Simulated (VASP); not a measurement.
The system is LiF (lda).

```
Li F
1.0
     0.00000    2.01400    2.01400
     2.01400    0.00000    2.01400
     2.01400    2.01400    0.00000
Li F
1 1
Direct
  0.00000 0.00000 0.00000
  0.50000 0.50000 0.50000
```

| Item | Value |
| --- | --- |
| Program | VASP 6.6.1 |
| Task | relaxation of cell and atoms |
| Functional | LDA |
| Potentials or basis | VASP PAW LDA potentials, release 64 (Li_sv, F) |
| Cutoff | 600 eV |
| k mesh | 10 × 10 × 10 |
| Occupations | gaussian, width 0.02 eV |
| Spin | no spin polarisation |

At the start: pressure -7.0 GPa; volume 8.17 Å³/atom.

Problem. How do energy, volume and symmetry change on relaxing?

Solution. Over 4 steps the energy falls by 18.5 meV/atom and the volume is 7.40 Å³/atom (-9.5 %); space group Fm-3m (No. 225, to 0.05 Å).

Step by step:
```
step  energy change (eV)  largest force (eV/Å)  pressure (GPa)  volume (Å³)
   1              0.0000                0.0000           -7.04        16.34
   2             -0.0284                0.0000           -3.72        15.50
   3             -0.0370                0.0000           -0.38        14.86
   4             -0.0371                0.0000            0.02        14.79
```

Final structure:
```
Li F
1.0
     0.00000    1.94828    1.94828
     1.94828    0.00000    1.94828
     1.94828    1.94828    0.00000
Li F
1 1
Cartesian
  1.9483 1.9483 3.8966
  1.9483 1.9483 1.9483
```

Caveat: the cutoff is under 1.25 times the usual one of these potentials, so pressure, stress and relaxed cells hold a basis-set (Pulay) error.
